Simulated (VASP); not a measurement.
Wanted: the native input for a VASP 6.6.1 run.

```
Task                   : single point
Functional             : PBEsol
Dispersion             : D3(BJ)
Potentials or basis    : VASP PAW PBE potentials, release 64 (Na_pv)
Cutoff                 : 520 eV
k mesh                 : 9 × 9 × 9
Occupations            : fermi-dirac, width 0.08 eV
Spin                   : no spin polarisation
Dipole correction      : no
Further INCAR settings : ALGO = Normal; EDIFF = 1e-07; NBANDS = 14
```

The structure of Na lies in POSCAR:

```
Na
1.0
    0.0000000000      2.9689113035      2.9689113035
    2.9689113035      0.0000000000      2.9689113035
    2.9689113035      2.9689113035      0.0000000000
Na
2
Direct
   -0.1250000000     -0.1250000000     -0.1250000000
    0.1250000000      0.1250000000      0.1250000000
```

One way to write it, as run:

INCAR

```
PREC = Accurate
ENCUT = 520
EDIFF = 1E-7
ISMEAR = -1
SIGMA = 0.08
LREAL = F
LASPH = T
NELM = 100
ALGO = Normal
ISIF = 2
LWAVE = F
LCHARG = F
GGA = PS
IVDW = 12
NBANDS = 14
```

KPOINTS

```
regular mesh
0
Gamma
  9 9 9
```

Potentials or basis: VASP PAW PBE potentials, release 64 (Na_pv).

Command:

```sh
$ cat potpaw_PBE.64/Na_pv/POTCAR > POTCAR
$ mpirun -np 1 vasp_std > vasp.out
```

It gave:

| Property | Result |
| --- | --- |
| Pressure | 5.9 GPa |
| Band gap on the k mesh | zero (band 7 reaches 2.19 eV, above the bottom of band 8 at 1.17 eV) |
| Dispersion energy per atom | -0.223 eV |

Caveat: the PAW data sets were made with another functional, which shifts forces and pressure a little; pairwise dispersion overbinds metals, which lowers pressure and volume.

It took 10 s on 1 thread of Intel(R) Xeon(R) Platinum 8375C CPU @ 2.90GHz (Ice Lake), on a shared host, peak memory 0.18 GiB.
